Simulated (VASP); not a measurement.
Here is a VASP 6.6.1 calculation.

Contents of INCAR:

```
PREC = Accurate
ENCUT = 520
EDIFF = 1E-6
ISMEAR = 0
SIGMA = 0.15
LREAL = F
LASPH = T
NELM = 100
ALGO = Normal
ISIF = 2
LWAVE = F
LCHARG = F
GGA = PS
NBANDS = 12
```

File KPOINTS:

```
regular mesh
0
Gamma
  26 26 26
```

The input POSCAR:

```
Ti
1.0
   -1.6452439646      1.6452439646      1.6452439646
    1.6452439646     -1.6452439646      1.6452439646
    1.6452439646      1.6452439646     -1.6452439646
Ti
1
Direct
    0.0000000000      0.0000000000      0.0000000000
```

Potentials or basis: VASP PAW PBE potentials, release 64 (Ti_sv).

Run with:

```bash
$ cat potpaw_PBE.64/Ti_sv/POTCAR > POTCAR
$ mpirun -np 1 vasp_std > vasp.out
```

**Question.** Predict the band gap on the k mesh.

**Answer.** Zero (band 6 reaches 8.66 eV, above the bottom of band 7 at 7.08 eV).

**Question.** Estimate the pressure.

**Answer.** -7.5 GPa.

Caveat: the cell differs from its parent crystal (strain +0.025 along x and y, +0.025 along z); the PAW data sets were made with another functional, which shifts forces and pressure a little.
